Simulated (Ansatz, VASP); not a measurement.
**One calculation of Si2W, two programs**

File INCAR:

```
SYSTEM = Si2W
  ALGO = Normal
  EDIFF = 1E-7
  ENCUT = 520
  GGA = PS
  ISIF = 2
  ISMEAR = -1
  LASPH = .True.
  LCHARG = .False.
  LREAL = .False.
  LWAVE = .False.
  NBANDS = 18
  NELM = 60
  PREC = Accurate
  SIGMA = 0.03
```

File KPOINTS:

```
k-points
0
Gamma
  18 18 18
  0 0 0
```

POSCAR

```
Si2W
1.0
   -1.6166360716      1.6166360716      3.9660934757
    1.6166360716     -1.6166360716      3.9660934757
    1.6166360716      1.6166360716     -3.9660934757
Si W
2 1
Direct
    0.3330000000      0.3330000000      0.0000000000
    0.6670000000      0.6670000000      0.0000000000
    0.0000000000      0.0000000000      0.0000000000
```

Input for Ansatz:

```yaml
crystal:
  lattice:
    - [-1.6166360716, 1.6166360716, 3.9660934757]
    - [1.6166360716, -1.6166360716, 3.9660934757]
    - [1.6166360716, 1.6166360716, -3.9660934757]
  atoms:
    - { symbol: Si, position: [0.333, 0.333, 0.0] }
    - { symbol: Si, position: [0.667, 0.667, 0.0] }
    - { symbol: W, position: [0.0, 0.0, 0.0] }
kpoints:
  mp_grid: { grid: [18, 18, 18] }
  band_path:
    path:
      - [0.0, 0.0, 0.0]
      - [0.0, 0.0, 0.5]
      - [0.25, 0.25, 0.25]
      - [0.0, 0.5, 0.0]
      - [0.0, 0.0, 0.0]
      - [0.5, 0.5, -0.5]
      - [0.2915373367, 0.7084626633, -0.2915373367]
      - [-0.2915373367, 0.2915373367, 0.2915373367]
      - [0.0, 0.0, 0.0]
    npoints: 5
scf:
  occupations: { method: fermi_dirac, width: 0.03 }
hamiltonian:
  xc: pbesol
  pseudopotentials: { kind: all_electron, lapw: { basis_error: 0.0005 } }
output:
  forces: true
  stress: true
  eigenvalues: true
```

Change from the starting cell: volume scaled by 1.02.

Alike in both runs: task single point; functional PBEsol; k mesh 18 × 18 × 18; occupations fermi-dirac, width 0.03 eV; no spin polarisation.

|  | VASP | Ansatz |
| --- | --- | --- |
| version | VASP 6.6.1 | Ansatz 0.2.0 |
| potentials or method | VASP PAW PBE potentials, release 64 (Si, W_sv), cutoff 520 eV | all-electron LAPW, scalar-relativistic |

VASP gave:

* pressure (GPa): -7.4
* traceless stress, the component that is largest in VASP (GPa): -2.13
* rms of the force components (eV/Å): 0.147

Problem. Which values does Ansatz return?

Solution. Pressure (GPa): -7.7; traceless stress, the component that is largest in VASP (GPa): -2.12; rms of the force components (eV/Å): 0.149.

VASP's potentials were made for PBE, not for PBEsol. Atom by atom the forces differ by 0.003 eV/Å (rms over components). Ansatz ran all-electron here, and VASP with PAW potentials.

Neither program's run includes spin-orbit coupling.
